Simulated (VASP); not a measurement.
Write the native input for VASP 6.6.1 that does the following.

| Property | Result |
| --- | --- |
| Task | single point |
| Functional | PBE |
| Potentials or basis | VASP PAW PBE potentials, release 64 (Ge_d) |
| Cutoff | 500 eV |
| k mesh | 2 × 2 × 2 |
| Occupations | fermi-dirac, width 0.05 eV |
| Spin | no spin polarisation |
| Dipole correction | no |
| Further INCAR settings | ALGO = Normal; EDIFF = 1e-06; NBANDS = 126 |

The structure of Ge lies in POSCAR:

```
Ge
1.0
    0.0000000000      5.6578200000      5.6578200000
    5.6578200000      0.0000000000      5.6578200000
    5.6578200000      5.6578200000      0.0000000000
Ge
16
Direct
    0.0000000000      0.0000000000      0.0000000000
    0.1250000000      0.1250000000      0.1250000000
    0.0000000000      0.0000000000      0.5000000000
    0.1250000000      0.1250000000      0.6250000000
    0.0000000000      0.5000000000      0.0000000000
    0.1250000000      0.6250000000      0.1250000000
    0.0000000000      0.5000000000      0.5000000000
    0.1250000000      0.6250000000      0.6250000000
    0.5000000000      0.0000000000      0.0000000000
    0.6250000000      0.1250000000      0.1250000000
    0.5000000000      0.0000000000      0.5000000000
    0.6250000000      0.1250000000      0.6250000000
    0.5000000000      0.5000000000      0.0000000000
    0.6250000000      0.6250000000      0.1250000000
    0.5000000000      0.5000000000      0.5000000000
    0.6250000000      0.6250000000      0.6250000000
```

These files were run (other wordings do the same):

INCAR

```
SYSTEM = Ge
  PREC = Accurate
  ENCUT = 500
  EDIFF = 1E-6
  ISMEAR = -1
  SIGMA = 0.05
  LREAL = .FALSE.
  LASPH = .TRUE.
  NELM = 120
  ALGO = Normal
  ISIF = 2
  LWAVE = .FALSE.
  LCHARG = .TRUE.
  GGA = PE
  LELF = .TRUE.
  LVHAR = .TRUE.
  NBANDS = 126
  GGA_COMPAT = .FALSE.
```

KPOINTS

```
regular mesh
0
G
  2 2 2
  0 0 0
```

Potentials or basis: VASP PAW PBE potentials, release 64 (Ge_d).

Command:

```console
$ cat potpaw_PBE.64/Ge_d/POTCAR > POTCAR
$ mpirun -np 1 vasp_std > vasp.out
```

Results of the run:

| Item | Value |
| --- | --- |
| Pressure | 4.1 GPa |
| Band gap on the k mesh | 0.04 eV |

Caveat: the k points lie up to 0.48 Å⁻¹ apart; the smearing spreads over this small gap.

Wall time 3.9 min on 1 thread of Intel Xeon 8259CL, on a shared host, peak memory 0.47 GiB.
